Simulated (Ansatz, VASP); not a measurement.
## One calculation of Mg, two programs

File INCAR:

```
SYSTEM = Mg
ALGO = Normal
EDIFF = 1E-6
ENCUT = 840
GGA = PE
GGA_COMPAT = .FALSE.
ISIF = 2
ISMEAR = -5
LASPH = .TRUE.
LCHARG = .FALSE.
LREAL = .FALSE.
LWAVE = .FALSE.
NBANDS = 11
NELM = 120
PREC = Accurate
SIGMA = 0.1
```

KPOINTS

```
k-points
0
G
  6 6 6
  0 0 0
```

Contents of POSCAR:

```
Mg
1.0
   -1.8359916300      1.8359916300      1.6794040200
    1.8359916300     -1.8359916300      1.6794040200
    1.8359916300      1.8359916300     -1.6794040200
Mg
1
Direct
    0.0000000000      0.0000000000      0.0000000000
```

Input for Ansatz:

```yaml
crystal:
  lattice:
    - [-1.83599163, 1.83599163, 1.67940402]
    - [1.83599163, -1.83599163, 1.67940402]
    - [1.83599163, 1.83599163, -1.67940402]
  atoms:
    - { symbol: Mg, position: [0.0, 0.0, 0.0] }
basis:
  ecutwfc: 420
kpoints:
  mp_grid: { grid: [6, 6, 6] }
hamiltonian:
  xc: pbe
scf:
  occupations: { method: tetrahedron }
  mixing: { beta: 0.88, preconditioner: none, globalisation: backtrack }
  max_iter: 66
output:
  forces: true
  stress: true
  eigenvalues: true
  populations: true
```

Alike in both runs: task single point; functional PBE; k mesh 6 × 6 × 6; occupations tetrahedron; no spin polarisation.

```csv
,VASP,Ansatz
version,VASP 6.6.1,Ansatz 0.2.0
potentials or method,"VASP PAW PBE potentials, release 64 (Mg_sv), cutoff 840 eV","scalar-relativistic, plane waves, PAW"
valence electrons in the cell,10,10
```

```tsv
	VASP	Ansatz	Ansatz less VASP
gap on the k mesh at the Fermi level (eV)	none	none	-
pressure (GPa)	-0.6	-0.1	+0.42
traceless stress, the component that is largest in VASP (GPa)	0.10	-0.14	-0.244
```

A gap of «none» marks a metal or a gap that the smearing closes. Ansatz's warnings: band table not solved further, tetrahedron derivatives may miss energy slope.

The k mesh is coarse, so the values compare programs but aren't converged.
